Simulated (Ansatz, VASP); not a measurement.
# Two plane-wave programs on Mg

File INCAR:

```
  PREC = Accurate
  ENCUT = 520
  EDIFF = 1E-6
  ISMEAR = 0
  SIGMA = 0.15
  LREAL = False
  LASPH = True
  NELM = 80
  ALGO = Normal
  ISIF = 2
  LWAVE = False
  LCHARG = False
  NBANDS = 7
```

The input KPOINTS:

```
Automatic mesh
0
Gamma
  18 18 16
```

Contents of POSCAR:

```
Mg
1.0
    3.0960542975      0.0000000000      0.0000000000
   -1.5480271488      2.6812616731      0.0000000000
    0.0000000000      0.0000000000      3.0905101335
Mg
1
Direct
    0.0000000000      0.0000000000      0.0000000000
```

Input for Ansatz:

```yaml
crystal:
  lattice:
    - [3.0960542975, 0.0, 0.0]
    - [-1.5480271488, 2.6812616731, 0.0]
    - [0.0, 0.0, 3.0905101335]
  atoms:
    - { symbol: Mg, position: [0.0, 0.0, 0.0] }
basis:
  ecutwfc: 420
kpoints:
  mp_grid: { grid: [18, 18, 16] }
hamiltonian:
  xc: lda
scf:
  occupations: { method: gaussian, width: 0.15 }
output:
  forces: true
  stress: true
  eigenvalues: true
```

Change from the starting cell: strain +0.015 along x and y, +0.015 along z, atoms carried along.

Alike in both runs: task single point; functional LDA; k mesh 18 × 18 × 16; occupations gaussian, width 0.15 eV; no spin polarisation.

|  | VASP | Ansatz |
| --- | --- | --- |
| version | VASP 6.6.1 | Ansatz 0.2.0 |
| potentials or method | VASP PAW LDA potentials, release 64 (Mg), cutoff 520 eV | scalar-relativistic, plane waves, PAW |
| valence electrons in the cell | 2 | 10 |

```csv
,VASP,Ansatz,Ansatz less VASP
gap on the k mesh at the Fermi level (eV),none,none,-
pressure (GPa),-1.9,-1.7,+0.24
"traceless stress, the component that is largest in VASP (GPa)",0.22,0.21,-0.010
```

LDA's correlation is that of Perdew and Zunger in VASP and of Perdew and Wang (1992) in Ansatz. A gap of «none» marks a metal or a gap that the smearing closes. VASP's potentials hold 2 valence electrons a cell and Ansatz's 10, so a difference there can come from the potentials and not from the codes.
